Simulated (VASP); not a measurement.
# Ca (R-3m) in VASP: further runs

Runs on Ca. Level: PBEsol. Tasks: single point.

Program: VASP 6.6.1. These are calculated values, not measurements. Logs are shortened: lines on timing, memory, paths and dates and some standing lists are left out, and cuts for length are marked.

## 1. The cell of the first run

It takes space group R-3m (No. 166, trigonal). The conventional cell has a = 4.588 Å, b = 4.588 Å, c = 6.742 Å, α = 90.00°, β = 90.00°, γ = 120.00°. Ca (site symmetry -3m) has 12 Ca at 3.47 to 4.59 Å within 4.6 Å.

## 2. Single point, PBEsol

Contents of INCAR:

```
SYSTEM = Ca
PREC = Accurate ; ENCUT = 520
EDIFF = 1E-7 ; ISMEAR = 0
SIGMA = 0.15 ; LREAL = .FALSE.
LASPH = .TRUE. ; NELM = 100
ALGO = Fast ; ISIF = 2
LWAVE = .FALSE. ; LCHARG = .FALSE.
GGA = PS ; NBANDS = 11
```

Contents of KPOINTS:

```
Automatic mesh
0
G
  20 20 20
  0 0 0
```

Contents of POSCAR:

```
Ca
1.0
    3.4602053938      0.2162628371      0.2162628371
    0.2162628371      3.4602053938      0.2162628371
    0.2162628371      0.2162628371      3.4602053938
Ca
1
Direct
    0.0000000000      0.0000000000      0.0000000000
```

Potentials or basis: VASP PAW PBE potentials, release 64 (Ca_sv).

On the command line:

```bash
cat potpaw_PBE.64/Ca_sv/POTCAR > POTCAR
mpirun -np 1 vasp_std > vasp.out
```

OUTCAR:

```text
SYSTEM = Ca
   PREC = Accurate
   ENCUT = 520
   EDIFF = 1E-7
   ISMEAR = 0
   LREAL = .FALSE.
   LASPH = .TRUE.
   NELM = 100
   ISIF = 2
   GGA = PS

 ion  position               nearest neighbor table
   1  0.000  0.000  0.000-

  LATTYP: Found a trigonal (rhomboedric) cell.
 ALAT       =     3.4736955245
 COS(alpha) =     0.1279069767

  Lattice vectors:

 A1 = (   3.4602053938,   0.2162628371,   0.2162628371)
 A2 = (   0.2162628371,   3.4602053938,   0.2162628371)
 A3 = (   0.2162628371,   0.2162628371,   3.4602053938)

Analysis of symmetry for initial positions (statically):
=====================================================================
 Subroutine PRICEL returns:
 Original cell was already a primitive cell.

 Routine SETGRP: Setting up the symmetry group for a
 trigonal (rhombohedral) supercell.

 Subroutine GETGRP returns: Found 12 space group operations
 (whereof 12 operations were pure point group operations)
 out of a pool of 12 trial point group operations.

The static configuration has the point symmetry D_3d.

Analysis of symmetry for dynamics (positions and initial velocities):
=====================================================================
 Subroutine PRICEL returns:
 Original cell was already a primitive cell.

 Routine SETGRP: Setting up the symmetry group for a
 trigonal (rhombohedral) supercell.

 Subroutine GETGRP returns: Found 12 space group operations
 (whereof 12 operations were pure point group operations)
 out of a pool of 12 trial point group operations.

The dynamic configuration has the point symmetry D_3d.

 Subroutine INISYM returns: Found 12 space group operations
 (whereof 12 operations are pure point group operations),
 and found     1 'primitive' translations

----------------------------------------------------------------------------------------

                                     Primitive cell

  volume of cell :      40.9638

  direct lattice vectors                    reciprocal lattice vectors
     3.460205394  0.216262837  0.216262837     0.291140927 -0.017125937 -0.017125937
     0.216262837  3.460205394  0.216262837    -0.017125937  0.291140927 -0.017125937
     0.216262837  0.216262837  3.460205394    -0.017125937 -0.017125937  0.291140927

  length of vectors
[... 85 lines left out ...]
   NFREE  =      0    steps in history (QN), initial steepest desc. (CG)
   ISIF   =      2    stress and relaxation
   ISYM   =      2    0-nonsym 1-usesym 2-fastsym
   POTIM  = 0.5000    time-step for ionic-motion
   TEBEG  =    0.0;   TEEND  =   0.0 temperature during run
   PSTRESS=    0.0 pullay stress
   NELECT =      10.0000    total number of electrons
   NUPDOWN=      -1.0000    fix difference up-down
   EMIN   =  10.00;   EMAX   =-10.00  energy-range for DOS
   EFERMI =   0.00;   METHOD = LEGACY
   ISMEAR =     0;   SIGMA  =   0.15  broadening in eV -4-tet -1-fermi 0-gaus
   EFERMI_NEDOS =   21; number of points for ismear=-14 and -15
   IALGO  =     68    algorithm
   IMIX   =      4    mixing-type and parameters
     AMIX     =   0.40;   BMIX     =  1.00
     AMIX_MAG =   1.60;   BMIX_MAG =  1.00
  volume/ion in A,a.u.               =      40.96       276.44
  Fermi-wavevector in a.u.,A,eV,Ry     =   1.023155  1.933482 14.243195  1.046845
  Thomas-Fermi vector in A             =   2.156873
   LORBIT       =      0    0 simple, 1 ext, 2 COOP (PROOUT), +10 PAW based schemes
   GGA     = PS    functional components
   LHFCALC =     F    Hartree Fock is set to
   AEXX    =    0.0000 exact exchange contribution
   IVDW    =     0    specifies the selected vdW correction
   LEPSILON=     F    determine dielectric tensor
   LRPA    =     F    only Hartree local field effects (RPA)
 non-spin polarized calculation
 RMM-DIIS sequential band-by-band and
 Gauss-broadening in eV      SIGMA  =   0.15
  energy-cutoff  :      520.00
  volume of cell :       40.96
 maximum number of plane-waves:      1137
 NGX is ok and might be reduce to    28

 number of electron      10.0000004 magnetization

 Free energy of the ion-electron system (eV)
  ---------------------------------------------------
  ext. energy  EPLUGINS =         0.00000000
  ---------------------------------------------------
  free energy    TOTEN  =        -1.79728735 eV

  energy without entropy =       -1.78639456  energy(sigma->0) =       -1.79184096

 E-fermi :   1.9012     XC(G=0):  -7.8874

 val. band max:        1.8962910739   @ k =  -0.1500  -0.4500   0.1000
 cond. band min:       1.9012443244   @ k =   0.5000   0.2500   0.1000
 fundamental gap:      0.0049532505
 Fermi energy:         1.9011912338

 k-point     1 :       0.0000    0.0000    0.0000
  band No.  band energies     occupation
      1     -39.9893      2.00000
      2     -20.9469      2.00000
      3     -20.9424      2.00000
      4     -20.9424      2.00000
      5      -2.0303      2.00000
      6       2.8680      0.00000
      7       2.8680      0.00000
      8       6.0560      0.00000
      9       6.0560      0.00000
     10       6.0757      0.00000
     11      10.5577      0.00000
[... 309 lines left out ...]
 k-point    24 :      -0.3500    0.0500   -0.0000
  band No.  band energies     occupation
      1     -39.9714      2.00000
      2     -21.1372      2.00000
      3     -20.9362      2.00000
      4     -20.9280      2.00000
      5      -0.2901      2.00000
      6       2.4022      0.00000
      7       3.1858      0.00000
      8       5.1750      0.00000
      9       5.2694      0.00000
     10       6.0713      0.00000
     11       7.5638      0.00000

 [... further k-points ...]

------------------------ aborting loop because EDIFF is reached ----------------------------------------

  FORCE on cell =-STRESS in cart. coord.  units (eV):
  Direction    XX          YY          ZZ          XY          YZ          ZX
  --------------------------------------------------------------------------------------
  -------------------------------------------------------------------------------------
  Total        0.0294079      0.0294079      0.0294079      0.2761653      0.2761653      0.2761653
  in kB        1.1502002      1.1502002      1.1502002     10.8013735     10.8013735     10.8013735
  external PRESSURE =       1.1502002 kB  Pullay stress =       0.0000000 kB

 VOLUME and BASIS-vectors are now :
 -----------------------------------------------------------------------------
  energy-cutoff  :      520.00
  volume of cell :       40.96
      direct lattice vectors                 reciprocal lattice vectors
     3.460205394  0.216262837  0.216262837     0.291140927 -0.017125937 -0.017125937
     0.216262837  3.460205394  0.216262837    -0.017125937  0.291140927 -0.017125937
     0.216262837  0.216262837  3.460205394    -0.017125937 -0.017125937  0.291140927

 POSITION                                       TOTAL-FORCE (eV/Angst)
 -----------------------------------------------------------------------------------
      0.00000      0.00000      0.00000         0.000000      0.000000      0.000000
 -----------------------------------------------------------------------------------
    total drift:                               -0.000000     -0.000000     -0.000000

  FREE ENERGIE OF THE ION-ELECTRON SYSTEM (eV)
  ---------------------------------------------------
  free  energy   TOTEN  =        -1.7972873527 eV

  energy  without entropy=       -1.7863945598  energy(sigma->0) =       -1.79184096
```

OSZICAR:

```text
N       E                     dE             d eps       ncg     rms          rms(c)
DAV:   1     0.669793967305E+02    0.66979E+02   -0.50202E+03 17190   0.824E+02
DAV:   2    -0.260513222397E+00   -0.67240E+02   -0.66589E+02 18832   0.209E+02
DAV:   3    -0.173111572132E+01   -0.14706E+01   -0.14537E+01 24202   0.307E+01
DAV:   4    -0.180885612650E+01   -0.77740E-01   -0.77329E-01 22559   0.544E+00
DAV:   5    -0.181040102055E+01   -0.15449E-02   -0.15447E-02 23965   0.666E-01    0.235E+00
RMM:   6    -0.180179873569E+01    0.86023E-02   -0.61017E-03 17832   0.101E+00    0.144E+00
RMM:   7    -0.179701302317E+01    0.47857E-02   -0.20480E-02 20822   0.189E+00    0.127E-01
RMM:   8    -0.179716975566E+01   -0.15673E-03   -0.45687E-03 23127   0.591E-01    0.436E-02
RMM:   9    -0.179726174239E+01   -0.91987E-04   -0.99841E-04 24713   0.300E-01    0.264E-02
RMM:  10    -0.179727964107E+01   -0.17899E-04   -0.24702E-04 27398   0.121E-01    0.120E-02
RMM:  11    -0.179728515183E+01   -0.55108E-05   -0.81637E-05 27384   0.749E-02    0.219E-02
RMM:  12    -0.179728610653E+01   -0.95470E-06   -0.13597E-05 26676   0.346E-02    0.131E-03
RMM:  13    -0.179728674148E+01   -0.63495E-06   -0.56229E-06 29187   0.121E-02    0.263E-03
RMM:  14    -0.179728705642E+01   -0.31494E-06   -0.11370E-06 24120   0.462E-03    0.159E-03
RMM:  15    -0.179728726267E+01   -0.20626E-06   -0.46755E-07 21806   0.285E-03    0.837E-04
RMM:  16    -0.179728735270E+01   -0.90025E-07   -0.14567E-07 17853   0.194E-03
   1 F= -.17972874E+01 E0= -.17918410E+01  d E =-.108928E-01
```

stdout:

```text
POSCAR found type information on POSCAR Ca
 POSCAR found :  1 types and       1 ions
 scaLAPACK will be used
 -----------------------------------------------------------------------------
|                                                                             |
|                                                                             |
|     You enforced a specific xc type in the INCAR file but a different       |
[... 28 lines left out ...]
WARNING in EDDRMM: call to ZHEGV failed, returncode =   6  3      5
WARNING in EDDRMM: call to ZHEGV failed, returncode =   6  3      8
WARNING in EDDRMM: call to ZHEGV failed, returncode =   6  3      9
WARNING in EDDRMM: call to ZHEGV failed, returncode =   6  3      8
WARNING in EDDRMM: call to ZHEGV failed, returncode =   6  3      5
WARNING in EDDRMM: call to ZHEGV failed, returncode =   6  3      5
WARNING in EDDRMM: call to ZHEGV failed, returncode =   8  4      6
```

Wall time 2.6 min (1 thread of Intel Xeon 6975P-C (Granite Rapids), shared host); peak memory 0.44 GiB.

What came out:

```
Free energy            : -1.7973 eV
Pressure               : 0.1 GPa
Band gap on the k mesh : zero (bands 5 and 6 overlap by 0.92 eV)
```

Stress tensor (GPa, compression positive):
```
0.12 1.08 1.08
1.08 0.12 1.08
1.08 1.08 0.12
```

Caveat: the PAW data sets were made with another functional, which shifts forces and pressure a little.

## 3. Single point, PBEsol

This run uses another cell than the first one, of the same volume but with other edges.

Contents of INCAR:

```
SYSTEM = Ca
  PREC = Accurate
  ENCUT = 520
  EDIFF = 1E-6
  ISMEAR = 0
  SIGMA = 0.15
  LREAL = .False.
  LASPH = .True.
  NELM = 100
  ALGO = Fast
  ISIF = 2
  LWAVE = .False.
  LCHARG = .True.
  GGA = PS
  LELF = .True.
  LVHAR = .True.
  NBANDS = 11
```

Contents of KPOINTS:

```
Automatic mesh
0
Gamma
  20 20 20
  0 0 0
```

Contents of POSCAR:

```
Ca
1.0
    3.5623047180      0.6739495412      0.6739495412
    0.6739495412      3.5623047180      0.6739495412
    0.6739495412      0.6739495412      3.5623047180
Ca
1
Direct
    0.0000000000      0.0000000000      0.0000000000
```

Potentials or basis: VASP PAW PBE potentials, release 64 (Ca_sv).

On the command line:

```bash
cat potpaw_PBE.64/Ca_sv/POTCAR > POTCAR
mpirun -np 1 vasp_std > vasp.out
```

It took 2.1 min on 1 thread of Intel Xeon 6975P-C (Granite Rapids), shared host; peak memory 0.44 GiB.

Results (log left out):

```yaml
Free_energy: -2.0789 eV
Pressure: 0.0 GPa
Band_gap_on_the_k_mesh: zero (bands 5 and 6 overlap by 0.65 eV)
```

Stress tensor (GPa, compression positive):
```
-0.01  1.42  1.42
 1.42 -0.01  1.42
 1.42  1.42 -0.01
```

Levels at points of the mesh, in eV from the Fermi level:
| k point | band 2 | band 3 | band 4 | band 5 | band 6 | band 7 | band 8 | band 9 |
| --- | --- | --- | --- | --- | --- | --- | --- | --- |
| (0.00, 0.00, 0.00) | -22.76 | -22.75 | -22.75 | -4.04 | 1.91 | 1.91 | 3.09 | 3.63 |
| (0.50, 0.00, 0.00) | -22.92 | -22.77 | -22.76 | -1.13 | -0.29 | 1.81 | 2.97 | 3.87 |
| (0.50, 0.50, 0.00) | -22.94 | -22.83 | -22.78 | -0.43 | 0.55 | 1.13 | 4.04 | 4.20 |
| (0.50, 0.50, 0.50) | -22.98 | -22.80 | -22.80 | -0.54 | 0.74 | 1.95 | 1.95 | 4.44 |

Caveat: the PAW data sets were made with another functional, which shifts forces and pressure a little.
